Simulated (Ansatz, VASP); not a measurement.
MgO in VASP and in Ansatz

Contents of INCAR:

```
SYSTEM = MgO
ALGO = Normal ; EDIFF = 1E-6
ENCUT = 600 ; GGA = PE
GGA_COMPAT = .False. ; ISIF = 2
ISMEAR = 0 ; LASPH = .True.
LCHARG = .False. ; LREAL = .False.
LWAVE = .False. ; NBANDS = 11
NELM = 120 ; PREC = Accurate
SIGMA = 0.05
```

The input KPOINTS:

```
k-points
0
Gamma
  10 10 10
  0 0 0
```

File POSCAR:

```
MgO
1.0
    0.0000000000      2.0740382102      2.0740382102
    2.0740382102      0.0000000000      2.0740382102
    2.0740382102      2.0740382102      0.0000000000
Mg O
1 1
Direct
    0.0199592763      0.0199592763     -0.0199592763
    0.4696787168      0.4696787168      0.5303212832
```

Input for Ansatz:

```yaml
crystal:
  lattice:
    - [0.0, 2.0740382102, 2.0740382102]
    - [2.0740382102, 0.0, 2.0740382102]
    - [2.0740382102, 2.0740382102, 0.0]
  atoms:
    - { symbol: Mg, position: [0.0199592763, 0.0199592763, -0.0199592763] }
    - { symbol: O, position: [0.4696787168, 0.4696787168, 0.5303212832] }
basis:
  ecutwfc: 520.0
kpoints:
  mp_grid: { grid: [10, 10, 10] }
hamiltonian:
  xc: pbe
  pseudopotentials: { kind: paw, azcp: { folder: soft_1 } }
scf:
  occupations: { method: gaussian, width: 0.05 }
output:
  forces: true
  stress: true
  eigenvalues: true
```

Change from the starting cell: mode 6 frozen in at -0.129 Å, equal normal strain along x, y and z -0.0250.

Alike in both runs: task single point; functional PBE; k mesh 10 × 10 × 10; occupations gaussian, width 0.05 eV; no spin polarisation.

|  | VASP | Ansatz |
| --- | --- | --- |
| version | VASP 6.6.1 | Ansatz 0.2.0 |
| potentials or method | VASP PAW PBE potentials, release 64 (Mg, O), cutoff 600 eV | scalar-relativistic, plane waves, PAW |
| valence electrons in the cell | 8 | 16 |

VASP gave:

- gap on the k mesh at the Fermi level (eV): 5.17
- least direct gap on the mesh (eV): 5.17
- pressure (GPa): 17.5
- traceless stress, the component that is largest in VASP (GPa): 13.44
- rms of the force components (eV/Å): 1.072

**Question.** Estimate Ansatz's values.

**Answer.** gap on the k mesh at the Fermi level (eV): 5.19; least direct gap on the mesh (eV): 5.19; pressure (GPa): 18.4; traceless stress, the component that is largest in VASP (GPa): 13.20; rms of the force components (eV/Å): 1.055.

Atom by atom the forces differ by 0.017 eV/Å (rms over components). With one functional, cell and mesh, what is left measures potentials, basis and numerics. VASP's potentials hold 8 valence electrons a cell and Ansatz's 16, so a difference there can come from the potentials and not from the codes.
